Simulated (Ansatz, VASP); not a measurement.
## SrCl2: VASP beside Ansatz

```
Sr Cl
1.0
     0.00000    3.51145    3.51145
     3.51145    0.00000    3.51145
     3.51145    3.51145    0.00000
Sr Cl
1 2
Direct
  0.00000 0.00000 0.00000
  0.25000 0.25000 0.25000
  0.75000 0.75000 0.75000
```

Alike in both runs: task single point; functional PBE; k mesh 6 × 6 × 6; occupations fermi-dirac, width 0.02 eV; no spin polarisation.

```csv
,VASP,Ansatz
version,VASP 6.6.1,Ansatz 0.2.0
potentials or method,"VASP PAW PBE potentials, release 64 (Sr_sv, Cl), cutoff 520 eV","plane waves, PAW"
valence electrons in the cell,24,24
```

```tsv
	VASP	Ansatz	Ansatz less VASP
pressure (GPa)	0.3	0.3	-0.08
```
